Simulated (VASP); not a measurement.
Here is a VASP 6.6.1 calculation.

INCAR

```
SYSTEM = Ti4Al12O
ALGO = Normal
EDIFF = 1E-6
ENCUT = 520
GGA = PE
ISIF = 2
ISMEAR = 1
LASPH = .TRUE.
LCHARG = .FALSE.
LREAL = Auto
LWAVE = .FALSE.
NBANDS = 59
NELM = 80
PREC = Accurate
SIGMA = 0.1
```

The input KPOINTS:

```
k-points
0
G
  3 3 2
  0 0 0
```

Contents of POSCAR:

```
Ti4Al12O
1.0
    3.8447514400      3.8447514400      0.0000000000
   -3.8447514400      3.8447514400      0.0000000000
    0.0000000000      0.0000000000      8.6237151300
Ti Al O
4 12 1
Direct
   -0.0024316266     -0.0417727914     -0.0152559538
    0.0006398333      0.5030304378      0.4961512452
    0.4993690828      0.0054916424      0.4920666947
    0.5043631637      0.5236387921     -0.0115773769
    0.0000845308      0.0004322776      0.4945915926
    0.0078585054      0.4794026425     -0.0263972078
    0.4961085339      0.0146069261     -0.0077517635
    0.4997399780      0.5097060319      0.5023556477
    0.2630080295      0.2570133637      0.2524257779
    0.2538390362      0.7533233410      0.7371233748
    0.7493887563      0.2488762967      0.7411744131
    0.7459352171      0.7473254240      0.2481545329
    0.2528021681      0.2496121050      0.7399969623
    0.2509765625      0.7441774962      0.2461643234
    0.7291183952      0.2608532738      0.2627542731
    0.7519408069      0.7515779746      0.7363484188
   -0.0135206400      0.2409920419      0.1295680554
```

Potentials or basis: VASP PAW PBE potentials, release 64 (Ti_sv, Al, O).

Launch:

```console
$ cat potpaw_PBE.64/Ti_sv/POTCAR potpaw_PBE.64/Al/POTCAR potpaw_PBE.64/O/POTCAR > POTCAR
$ mpirun -np 1 vasp_std > vasp.out
```

(1) Estimate the band gap on the k mesh.

(2) Predict the pressure.

(3) Predict the largest force.

Answers

(1) zero (bands 45 and 46 overlap by 0.06 eV).

(2) 5.2 GPa.

(3) 0.149 eV/Å.

Caveat: the k points lie up to 0.39 Å⁻¹ apart.
